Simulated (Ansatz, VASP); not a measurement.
## CaSe: VASP beside Ansatz

The input INCAR:

```
PREC = Accurate
ENCUT = 520
EDIFF = 1E-7
ISMEAR = 0
SIGMA = 0.05
LREAL = False
LASPH = True
NELM = 60
ALGO = Normal
ISIF = 2
LWAVE = False
LCHARG = False
GGA = CA
NBANDS = 15
```

The input KPOINTS:

```
Automatic mesh
0
Gamma
  6 6 6
```

File POSCAR:

```
CaSe
1.0
    0.0000000000      3.3990000000      3.3990000000
    3.3990000000      0.0000000000      3.3990000000
    3.3990000000      3.3990000000      0.0000000000
Ca Se
1 1
Direct
    0.0000000000      0.0000000000      0.0000000000
    0.7500000000      0.7500000000      0.7500000000
```

Input for Ansatz:

```yaml
crystal:
  lattice:
    - [0.0, 3.399, 3.399]
    - [3.399, 0.0, 3.399]
    - [3.399, 3.399, 0.0]
  atoms:
    - { symbol: Ca, position: [0.0, 0.0, 0.0] }
    - { symbol: Se, position: [0.75, 0.75, 0.75] }
basis:
  ecutwfc: 420
kpoints:
  mp_grid: { grid: [6, 6, 6] }
hamiltonian:
  xc: lda
scf:
  occupations: { method: gaussian, width: 0.05 }
output:
  forces: true
  stress: true
  eigenvalues: true
```

Change from the starting cell: strain +0.030 along x and y, +0.030 along z, atoms carried along.

Alike in both runs: task single point; functional LDA; k mesh 6 × 6 × 6; occupations gaussian, width 0.05 eV; no spin polarisation.

|  | VASP | Ansatz |
| --- | --- | --- |
| version | VASP 6.6.1 | Ansatz 0.2.0 |
| potentials or method | VASP PAW LDA potentials, release 64 (Ca_sv, Se), cutoff 520 eV | scalar-relativistic, plane waves, PAW |
| valence electrons in the cell | 16 | 26 |

```tsv
	VASP	Ansatz	Ansatz less VASP
gap on the k mesh at the Fermi level (eV)	2.63	2.62	-0.014
least direct gap on the mesh (eV)	2.70	2.68	-0.016
pressure (GPa)	-4.5	-4.6	-0.10
```

LDA's correlation is that of Perdew and Zunger in VASP and of Perdew and Wang (1992) in Ansatz. VASP's potentials hold 16 valence electrons a cell and Ansatz's 26, so a difference there can come from the potentials and not from the codes.
